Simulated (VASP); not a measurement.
## WC (Qusongite): single point with r2SCAN

WC (Qusongite):

```
W C
1.0
     2.84717    0.00000    0.00000
    -1.42358    2.46572    0.00000
     0.00000    0.00000    2.77869
W C
1 1
Direct
  0.00000 0.00000 0.00000
  0.66667 0.33333 0.50000
```

```json
{
 "Program": "VASP 6.6.1",
 "Task": "single point",
 "Functional": "r2SCAN",
 "Potentials or basis": "VASP PAW PBE potentials, release 64 (W_sv, C)",
 "Cutoff": "520 eV",
 "k mesh": "10 × 10 × 9",
 "Occupations": "fermi-dirac, width 0.05 eV",
 "Spin": "no spin polarisation",
 "Dipole correction": "no",
 "Further INCAR settings": "ALGO = Normal; EDIFF = 1e-06; NBANDS = 16"
}
```

```json
{
 "Pressure": "33.0 GPa",
 "Band gap on the k mesh": "zero (band 9 reaches 12.59 eV, above the bottom of band 10 at 11.27 eV)"
}
```

Stress tensor (GPa, compression positive):
```
32.11  0.00  0.00
 0.00 32.11  0.00
 0.00  0.00 34.77
```

Levels at points of the mesh, in eV from the Fermi level:
```csv
k point,band 7,band 8,band 9,band 10,band 11,band 12
"(0.00, 0.00, 0.00)",-3.77,-3.77,0.11,3.72,3.72,6.33
"(0.50, 0.00, 0.00)",-4.06,-4.01,-0.54,2.69,5.15,5.56
```

It took 46 s on 1 thread of Intel(R) Xeon(R) Platinum 8259CL CPU @ 2.50GHz (Skylake/Cascade Lake), on a shared host, peak memory 0.16 GiB.

Caveat: the PAW data sets were made with another functional, which shifts forces and pressure a little; spin-orbit coupling is left out, which moves the levels of the heavy elements.
